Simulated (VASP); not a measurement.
Crystal: PbS.

```xyz
4
Lattice="5.9556 0.0000 0.0000 0.0000 2.9685 2.9685 0.0000 -2.9685 2.9685" Properties=species:S:1:pos:R:3 pbc="T T T"
Pb    4.4661   -1.4843    3.0310
Pb    1.4895    1.4843    3.0310
S     4.4647    1.4843    3.0308
S     1.4909   -1.4843    3.0308
```

Base run:

* Program: VASP 6.6.1
* Functional: PBE
* Potentials or basis: VASP PAW PBE potentials, release 64 (Pb_d, S)
* Cutoff: 520 eV
* k mesh: 4 × 4 × 4
* Occupations: gaussian, width 0.01 eV
* Spin: no spin polarisation

Its results: band gap on the k mesh 0.38 eV; pressure 1.9 GPa.

Task: The run is repeated on the same cell with these changes: functional from PBE to PBE-based screened hybrid with 100 % exact exchange; cutoff from 520 eV to 400 eV; k mesh from 4 × 4 × 4 to 2 × 4 × 4. What comes out?

Result: Band gap on the k mesh 1.05 eV; pressure 0.2 GPa.

Several settings changed at once.

Caveats: some runs use coarse meshes; spin-orbit coupling is left out, which moves the levels of the heavy elements; the PAW data sets were made with another functional, which shifts forces and pressure a little (at least some runs).

A k mesh can miss the band edges.
